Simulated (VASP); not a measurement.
# SnSe (Fm-3m) in VASP: further runs

SnSe is run at these levels: PBEsol, B3LYP; tasks: single point.

Everything below comes from runs of VASP 6.6.1. Logs are shortened: lines on timing, memory, paths and dates and some standing lists are left out, and cuts for length are marked.

### Step 1. The cell of the first run

It takes space group Fm-3m (No. 225, cubic). Conventional cell: a = 6.020 Å, b = 6.020 Å, c = 6.020 Å, α = 90.00°, β = 90.00°, γ = 90.00°. Within 4.0 Å of Sn (site symmetry m-3m) lie 6 Se at 3.01 Å. Within 4.0 Å of Se (site symmetry m-3m) lie 6 Sn at 3.01 Å.

### Step 2. Single point, PBEsol

File INCAR:

```
SYSTEM = SnSe
ALGO = Normal
EDIFF = 1E-6
ENCUT = 500
GGA = PS
GGA_COMPAT = .FALSE.
ISIF = 2
ISMEAR = 0
LASPH = .TRUE.
LCHARG = .FALSE.
LREAL = .FALSE.
LWAVE = .FALSE.
NBANDS = 17
NELM = 120
PREC = Accurate
SIGMA = 0.01
```

File KPOINTS:

```
k-points
0
G
  4 4 4
  0 0 0
```

File POSCAR:

```
SnSe
1.0
    4.2567830000      0.0000000000      0.0000000000
    2.1283915000      3.6864822164      0.0000000000
    2.1283915000      1.2288274055      3.4756487653
Sn Se
1 1
Direct
    0.0000000000      0.0000000000      0.0000000000
    0.5000000000      0.5000000000      0.5000000000
```

Potentials or basis: VASP PAW PBE potentials, release 64 (Sn_d, Se).

On the command line:

```bash
> cat potpaw_PBE.64/Sn_d/POTCAR potpaw_PBE.64/Se/POTCAR > POTCAR
> mpirun -np 1 vasp_std > vasp.out
```

OUTCAR:

```text
SYSTEM = SnSe
   EDIFF = 1E-6
   ENCUT = 500
   GGA = PS
   ISIF = 2
   ISMEAR = 0
   LASPH = .TRUE.
   LREAL = .FALSE.
   NELM = 120
   PREC = Accurate

 ion  position               nearest neighbor table
   1  0.000  0.000  0.000-   2 3.01   2 3.01   2 3.01   2 3.01   2 3.01   2 3.01
   2  0.500  0.500  0.500-   1 3.01   1 3.01   1 3.01   1 3.01   1 3.01   1 3.01

  LATTYP: Found a face centered cubic cell.
 ALAT       =     6.0200002507

  Lattice vectors:

 A1 = (   4.2567830000,   0.0000000000,   0.0000000000)
 A2 = (   2.1283915000,   3.6864822164,   0.0000000000)
 A3 = (   2.1283915000,   1.2288274055,   3.4756487653)

Analysis of symmetry for initial positions (statically):
=====================================================================
 Subroutine PRICEL returns:
 Original cell was already a primitive cell.

 Routine SETGRP: Setting up the symmetry group for a
 face centered cubic supercell.

 Subroutine GETGRP returns: Found 48 space group operations
 (whereof 48 operations were pure point group operations)
 out of a pool of 48 trial point group operations.

The static configuration has the point symmetry O_h .

Analysis of symmetry for dynamics (positions and initial velocities):
=====================================================================
 Subroutine PRICEL returns:
 Original cell was already a primitive cell.

 Routine SETGRP: Setting up the symmetry group for a
 face centered cubic supercell.

 Subroutine GETGRP returns: Found 48 space group operations
 (whereof 48 operations were pure point group operations)
 out of a pool of 48 trial point group operations.

The dynamic configuration has the point symmetry O_h .

 Subroutine INISYM returns: Found 48 space group operations
 (whereof 48 operations are pure point group operations),
 and found     1 'primitive' translations

----------------------------------------------------------------------------------------

                                     Primitive cell

  volume of cell :      54.5418

  direct lattice vectors                    reciprocal lattice vectors
     4.256783000  0.000000000  0.000000000     0.234919187 -0.135630656 -0.095905356
     2.128391500  3.686482216  0.000000000     0.000000000  0.271261311 -0.095905356
     2.128391500  1.228827405  3.475648765     0.000000000  0.000000000  0.287716069

  length of vectors
     4.256783000  4.256783000  4.256783000     0.287716069  0.287716069  0.287716069

  position of ions in fractional coordinates (direct lattice)
     0.000000000  0.000000000  0.000000000
     0.500000000  0.500000000  0.500000000

  ion indices of the primitive-cell ions
   primitive index   ion index
                 1           1
                 2           2

----------------------------------------------------------------------------------------

 KPOINTS: k-points

Automatic generation of k-mesh.
 Grid dimensions read from file:
 generate k-points for:    4    4    4

 Generating k-lattice:

  Cartesian coordinates                     Fractional coordinates (reciprocal lattice)
     0.058729797 -0.033907664 -0.023976339     0.250000000  0.000000000  0.000000000
     0.000000000  0.067815328 -0.023976339     0.000000000  0.250000000 -0.000000000
     0.000000000  0.000000000  0.071929017     0.000000000  0.000000000  0.250000000

  Length of vectors
     0.071929017  0.071929017  0.071929017

  Shift w.r.t. Gamma in fractional coordinates (k-lattice)
     0.000000000  0.000000000  0.000000000

 Subroutine IBZKPT returns following result:
 ===========================================

 Found      8 irreducible k-points:

 Following reciprocal coordinates:
            Coordinates               Weight
  0.000000  0.000000  0.000000      1.000000
  0.250000  0.000000 -0.000000      8.000000
  0.500000  0.000000 -0.000000      4.000000
  0.250000  0.250000  0.000000      6.000000
  0.500000  0.250000  0.000000     24.000000
 -0.250000  0.250000  0.000000     12.000000
  0.500000  0.500000  0.000000      3.000000
 -0.250000  0.500000  0.250000      6.000000
   k-points           NKPTS =      8   k-points in BZ     NKDIM =      8   number of bands    NBANDS=     17
   number of dos      NEDOS =    301   number of ions     NIONS =      2
   total plane-waves  NPLWV =  32768
   dimension x,y,z NGX =    32 NGY =   32 NGZ =   32
   dimension x,y,z NGXF=    64 NGYF=   64 NGZF=   64
   ions per type =               1   1
   NGX,Y,Z   is equivalent  to a cutoff of  12.50, 12.50, 12.50 a.u.
   NGXF,Y,Z  is equivalent  to a cutoff of  24.99, 24.99, 24.99 a.u.
 SYSTEM =  SnSe
   PREC   = accura    normal or accurate (medium, high low for compatibility)
   ISTART =      0    job   : 0-new  1-cont  2-samecut
   ICHARG =      2    charge: 1-file 2-atom 10-const
   ISPIN  =      1    spin polarized calculation?
   LNONCOLLINEAR =      F non collinear calculations
   LSORBIT =      F    spin-orbit coupling
   LASPH  =      T    aspherical Exc in radial PAW
   ENCUT  =  500.0 eV  36.75 Ry    6.06 a.u.   7.76  7.76  7.76*2*pi/ulx,y,z
   NELM   =    120;   NELMIN=  2; NELMDL= -5     # of ELM steps
   EDIFF  = 0.1E-05   stopping-criterion for ELM
   LREAL  =      F    real-space projection
   EDIFFG = 0.1E-04   stopping-criterion for IOM
   NSW    =      0    number of steps for IOM
   IBRION =     -1    ionic relax: 0-MD 1-quasi-New 2-CG
   NFREE  =      0    steps in history (QN), initial steepest desc. (CG)
   ISIF   =      2    stress and relaxation
   ISYM   =      2    0-nonsym 1-usesym 2-fastsym
   POTIM  = 0.5000    time-step for ionic-motion
   TEBEG  =    0.0;   TEEND  =   0.0 temperature during run
   PSTRESS=    0.0 pullay stress
   NELECT =      20.0000    total number of electrons
   NUPDOWN=      -1.0000    fix difference up-down
   EMIN   =  10.00;   EMAX   =-10.00  energy-range for DOS
   EFERMI =   0.00;   METHOD = LEGACY
   ISMEAR =     0;   SIGMA  =   0.01  broadening in eV -4-tet -1-fermi 0-gaus
   EFERMI_NEDOS =   21; number of points for ismear=-14 and -15
   IALGO  =     38    algorithm
   IMIX   =      4    mixing-type and parameters
     AMIX     =   0.40;   BMIX     =  1.00
     AMIX_MAG =   1.60;   BMIX_MAG =  1.00
  volume/ion in A,a.u.               =      27.27       184.03
  Fermi-wavevector in a.u.,A,eV,Ry     =   1.171768  2.214321 18.681348  1.373040
  Thomas-Fermi vector in A             =   2.308207
   LORBIT       =      0    0 simple, 1 ext, 2 COOP (PROOUT), +10 PAW based schemes
   GGA     = PS    functional components
   LHFCALC =     F    Hartree Fock is set to
   AEXX    =    0.0000 exact exchange contribution
   IVDW    =     0    specifies the selected vdW correction
   LEPSILON=     F    determine dielectric tensor
   LRPA    =     F    only Hartree local field effects (RPA)
 non-spin polarized calculation
 Gauss-broadening in eV      SIGMA  =   0.01
  energy-cutoff  :      500.00
  volume of cell :       54.54
 maximum number of plane-waves:      1411
 NGX is ok and might be reduce to    32
   NGX = 15   NGY = 15   NGZ = 15

 number of electron      20.0000005 magnetization

 Free energy of the ion-electron system (eV)
  ---------------------------------------------------
  ext. energy  EPLUGINS =         0.00000000
  ---------------------------------------------------
  free energy    TOTEN  =        -9.02945769 eV

  energy without entropy =       -9.02945769  energy(sigma->0) =       -9.02945769

 E-fermi :   5.4543     XC(G=0):  -9.7985

 val. band max:        5.3324616877   @ k =   0.5000   0.0000  -0.0000
 cond. band min:       5.9626595897   @ k =   0.5000   0.0000  -0.0000
 fundamental gap:      0.6301979020
 Fermi energy:         5.4543496841

 k-point     1 :       0.0000    0.0000    0.0000
  band No.  band energies     occupation
      1     -16.0895      2.00000
      2     -16.0895      2.00000
      3     -16.0883      2.00000
      4     -16.0883      2.00000
      5     -16.0883      2.00000
      6      -8.4970      2.00000
[... 9 lines left out ...]
     16      11.2281      0.00000
     17      13.4842      0.00000

 k-point     2 :       0.2500    0.0000   -0.0000
  band No.  band energies     occupation
      1     -16.0933      2.00000
      2     -16.0933      2.00000
      3     -16.0870      2.00000
      4     -16.0819      2.00000
      5     -16.0819      2.00000
      6      -8.0952      2.00000
[... 9 lines left out ...]
     16      12.5608      0.00000
     17      16.7288      0.00000

 k-point     3 :       0.5000    0.0000   -0.0000
  band No.  band energies     occupation
      1     -16.0974      2.00000
      2     -16.0974      2.00000
      3     -16.0858      2.00000
      4     -16.0753      2.00000
      5     -16.0753      2.00000
      6      -7.5688      2.00000
[... 9 lines left out ...]
     16      15.5949      0.00000
     17      15.5949      0.00000

 k-point     4 :       0.2500    0.2500    0.0000
  band No.  band energies     occupation
      1     -16.1015      2.00000
      2     -16.0916      2.00000
      3     -16.0856      2.00000
      4     -16.0794      2.00000
      5     -16.0794      2.00000
      6      -7.9624      2.00000
[... 9 lines left out ...]
     16      14.4986      0.00000
     17      14.4986      0.00000

 k-point     5 :       0.5000    0.2500    0.0000
  band No.  band energies     occupation
      1     -16.1069      2.00000
      2     -16.0889      2.00000
      3     -16.0879      2.00000
      4     -16.0764      2.00000
      5     -16.0735      2.00000
      6      -7.4409      2.00000
[... 9 lines left out ...]
     16      16.0579      0.00000
     17      16.7656      0.00000

 k-point     6 :      -0.2500    0.2500    0.0000
  band No.  band energies     occupation
      1     -16.0988      2.00000
      2     -16.0936      2.00000
      3     -16.0833      2.00000
      4     -16.0789      2.00000
      5     -16.0787      2.00000
      6      -7.6125      2.00000
[... 9 lines left out ...]
     16      14.5483      0.00000
     17      15.6845      0.00000

 k-point     7 :       0.5000    0.5000    0.0000
  band No.  band energies     occupation
      1     -16.1186      2.00000
      2     -16.0949      2.00000
      3     -16.0817      2.00000
      4     -16.0703      2.00000
      5     -16.0703      2.00000
      6      -7.2912      2.00000
[... 9 lines left out ...]
     16      16.9559      0.00000
     17      18.0187      0.00000

 k-point     8 :      -0.2500    0.5000    0.2500
  band No.  band energies     occupation
      1     -16.1094      2.00000
      2     -16.0884      2.00000
      3     -16.0828      2.00000
      4     -16.0828      2.00000
      5     -16.0703      2.00000
      6      -7.2635      2.00000
[... 9 lines left out ...]
     16      16.6444      0.00000
     17      18.1650      0.00000

------------------------ aborting loop because EDIFF is reached ----------------------------------------

  FORCE on cell =-STRESS in cart. coord.  units (eV):
  Direction    XX          YY          ZZ          XY          YZ          ZX
  --------------------------------------------------------------------------------------
  -------------------------------------------------------------------------------------
  Total       -1.1162901     -1.1162901     -1.1162901     -0.0000000     -0.0000000     -0.0000000
  in kB      -32.7912615    -32.7912615    -32.7912615     -0.0000000     -0.0000000     -0.0000000
  external PRESSURE =     -32.7912615 kB  Pullay stress =       0.0000000 kB

 VOLUME and BASIS-vectors are now :
 -----------------------------------------------------------------------------
  energy-cutoff  :      500.00
  volume of cell :       54.54
      direct lattice vectors                 reciprocal lattice vectors
     4.256783000  0.000000000  0.000000000     0.234919187 -0.135630656 -0.095905356
     2.128391500  3.686482216  0.000000000     0.000000000  0.271261311 -0.095905356
     2.128391500  1.228827405  3.475648765     0.000000000  0.000000000  0.287716069

 POSITION                                       TOTAL-FORCE (eV/Angst)
 -----------------------------------------------------------------------------------
      0.00000      0.00000      0.00000         0.000000      0.000000      0.000000
      4.25678      2.45765      1.73782        -0.000000     -0.000000      0.000000
 -----------------------------------------------------------------------------------
    total drift:                               -0.000000      0.000000      0.000000

  FREE ENERGIE OF THE ION-ELECTRON SYSTEM (eV)
  ---------------------------------------------------
  free  energy   TOTEN  =        -9.0294576914 eV

  energy  without entropy=       -9.0294576914  energy(sigma->0) =       -9.02945769
```

Run time: 12 s. Hardware: 1 thread of AMD EPYC 7R43 (Zen 3), shared host; peak memory 0.13 GiB.

What came out:

- Free energy: -9.0295 eV
- Pressure: -3.3 GPa
- Band gap on the k mesh: 0.63 eV

Levels at points of the mesh, in eV from the valence-band top:
```tsv
k point	band 7	band 8	band 9	band 10	band 11	band 12	band 13	band 14
(0.00, 0.00, 0.00)	-5.03	-2.13	-2.13	-2.13	4.37	4.37	4.37	5.90
(0.50, 0.00, 0.00)	-7.99	-1.88	-1.88	0.00	0.63	1.31	1.31	8.20
(0.50, 0.50, 0.00)	-5.95	-5.43	-3.58	-3.58	3.01	5.40	5.40	5.99
```

Caveat: the k points lie up to 0.45 Å⁻¹ apart; the PAW data sets were made with another functional, which shifts forces and pressure a little; spin-orbit coupling is left out, which moves the levels of the heavy elements.

### Step 3. Single point, B3LYP

POSCAR is that of step 2.

File INCAR.step1:

```
PREC = Accurate ; ENCUT = 400
EDIFF = 1E-5 ; ISMEAR = 0
SIGMA = 0.01 ; LREAL = False
LASPH = True ; NELM = 120
ALGO = Normal ; ISIF = 2
LWAVE = True ; LCHARG = False
NBANDS = 17 ; GGA = PE
GGA_COMPAT = False
```

File INCAR.step2:

```
PREC = Accurate ; ENCUT = 400
EDIFF = 1E-6 ; ISMEAR = 0
SIGMA = 0.01 ; LREAL = False
LASPH = True ; NELM = 120
ALGO = Normal ; ISIF = 2
LWAVE = False ; LCHARG = False
GGA = B3 ; LHFCALC = True
AEXX = 0.2 ; AGGAX = 0.72
AGGAC = 0.81 ; ALDAC = 0.19
PRECFOCK = Normal ; NBANDS = 17
ISTART = 1 ; GGA_COMPAT = False
```

File KPOINTS:

```
regular mesh
0
Gamma
  4 4 4
```

Potentials or basis: VASP PAW PBE potentials, release 64 (Sn_d, Se).

On the command line:

```bash
> cat potpaw_PBE.64/Sn_d/POTCAR potpaw_PBE.64/Se/POTCAR > POTCAR
> cp INCAR.step1 INCAR
> mpirun -np 1 vasp_std > vasp.out
> cp INCAR.step2 INCAR
> mpirun -np 1 vasp_std > vasp.out
```

OUTCAR:

```text
PREC = Accurate
   ENCUT = 400
   EDIFF = 1E-6
   ISMEAR = 0
   LREAL = False
   LASPH = True
   NELM = 120
   ISIF = 2
   GGA = B3
   LHFCALC = True
   AEXX = 0.2
   PRECFOCK = Normal
   ISTART = 1

 ion  position               nearest neighbor table
   1  0.000  0.000  0.000-   2 3.01   2 3.01   2 3.01   2 3.01   2 3.01   2 3.01
   2  0.500  0.500  0.500-   1 3.01   1 3.01   1 3.01   1 3.01   1 3.01   1 3.01

  LATTYP: Found a face centered cubic cell.
 ALAT       =     6.0200002507

  Lattice vectors:

 A1 = (   4.2567830000,   0.0000000000,   0.0000000000)
 A2 = (   2.1283915000,   3.6864822164,   0.0000000000)
 A3 = (   2.1283915000,   1.2288274055,   3.4756487653)

Analysis of symmetry for initial positions (statically):
=====================================================================
 Subroutine PRICEL returns:
 Original cell was already a primitive cell.

 Routine SETGRP: Setting up the symmetry group for a
 face centered cubic supercell.

 Subroutine GETGRP returns: Found 48 space group operations
[... 151 lines left out ...]
  ---------------------------------------------------
  free energy    TOTEN  =        -9.22620502 eV

  energy without entropy =       -9.22620502  energy(sigma->0) =       -9.22620502

 E-fermi :   5.8386     XC(G=0):  -7.6125

 val. band max:        5.7171693192   @ k =   0.5000   0.0000  -0.0000
 cond. band min:       6.4579463916   @ k =   0.5000   0.0000  -0.0000
 fundamental gap:      0.7407770724
 Fermi energy:         5.8386263732

 k-point     1 :       0.0000    0.0000    0.0000
  band No.  band energies     occupation
      1     -18.1785      2.00000
      2     -18.1785      2.00000
      3     -18.1691      2.00000
      4     -18.1691      2.00000
      5     -18.1691      2.00000
      6      -9.8446      2.00000
[... 137 lines left out ...]
      4     -18.1639      2.00000
      5     -18.1518      2.00000
      6      -8.5175      2.00000
[... 9 lines left out ...]
     16      18.0664      0.00000
     17      19.5673      0.00000

------------------------ aborting loop because EDIFF is reached ----------------------------------------

  FORCE on cell =-STRESS in cart. coord.  units (eV):
  Direction    XX          YY          ZZ          XY          YZ          ZX
  --------------------------------------------------------------------------------------
  -------------------------------------------------------------------------------------
  Total        0.6412418      0.6412418      0.6412418     -0.0000000      0.0000000      0.0000000
  in kB       18.8366165     18.8366165     18.8366165     -0.0000000      0.0000000      0.0000000
  external PRESSURE =      18.8366165 kB  Pullay stress =       0.0000000 kB

 VOLUME and BASIS-vectors are now :
 -----------------------------------------------------------------------------
  energy-cutoff  :      400.00
  volume of cell :       54.54
      direct lattice vectors                 reciprocal lattice vectors
     4.256783000  0.000000000  0.000000000     0.234919187 -0.135630656 -0.095905356
     2.128391500  3.686482216  0.000000000     0.000000000  0.271261311 -0.095905356
     2.128391500  1.228827405  3.475648765     0.000000000  0.000000000  0.287716069

 POSITION                                       TOTAL-FORCE (eV/Angst)
 -----------------------------------------------------------------------------------
      0.00000      0.00000      0.00000         0.000000     -0.000000      0.000000
      4.25678      2.45765      1.73782         0.000000      0.000000      0.000000
 -----------------------------------------------------------------------------------
    total drift:                               -0.000000     -0.000001      0.000001

  FREE ENERGIE OF THE ION-ELECTRON SYSTEM (eV)
  ---------------------------------------------------
  free  energy   TOTEN  =        -9.2262050201 eV

  energy  without entropy=       -9.2262050201  energy(sigma->0) =       -9.22620502
```

OSZICAR.step1:

```text
N       E                     dE             d eps       ncg     rms          rms(c)
DAV:   1     0.117986620070E+03    0.11799E+03   -0.88512E+03   280   0.123E+03
DAV:   2     0.292546920573E+01   -0.11506E+03   -0.11109E+03   296   0.311E+02
DAV:   3    -0.815556524870E+01   -0.11081E+02   -0.11034E+02   343   0.862E+01
DAV:   4    -0.842024440080E+01   -0.26468E+00   -0.26453E+00   358   0.148E+01
DAV:   5    -0.842680420020E+01   -0.65598E-02   -0.65589E-02   325   0.220E+00    0.330E+00
DAV:   6    -0.826675490534E+01    0.16005E+00   -0.40416E-01   393   0.376E+00    0.201E+00
DAV:   7    -0.826462943833E+01    0.21255E-02   -0.70410E-02   326   0.124E+00    0.929E-01
DAV:   8    -0.826570419323E+01   -0.10748E-02   -0.70359E-03   332   0.707E-01    0.842E-02
DAV:   9    -0.826562551705E+01    0.78676E-04   -0.10210E-03   382   0.249E-01    0.446E-02
DAV:  10    -0.826566230372E+01   -0.36787E-04   -0.11732E-04   324   0.661E-02    0.102E-02
DAV:  11    -0.826566557365E+01   -0.32699E-05   -0.10986E-05   279   0.278E-02
   1 F= -.82656656E+01 E0= -.82656656E+01  d E =-.730308E-78
```

Wall time 14 min (1 thread of AMD EPYC 7R43 (Zen 3), shared host); peak memory 0.12 GiB.

Results:

```
Free energy            : -9.2262 eV
Pressure               : 1.9 GPa
Band gap on the k mesh : 0.74 eV
```

Levels at points of the mesh, in eV from the valence-band top:
```csv
k point,band 8,band 9,band 10,band 11,band 12,band 13
"(0.00, 0.00, 0.00)",-2.91,-2.91,-2.91,5.02,5.02,5.02
"(0.50, 0.00, 0.00)",-2.62,-2.62,0.00,0.74,1.74,1.74
"(0.50, 0.50, 0.00)",-6.38,-4.44,-4.44,3.86,6.11,6.11
```

Caveat: the k points lie up to 0.45 Å⁻¹ apart; the PAW data sets were made with another functional, which shifts forces and pressure a little; spin-orbit coupling is left out, which moves the levels of the heavy elements.
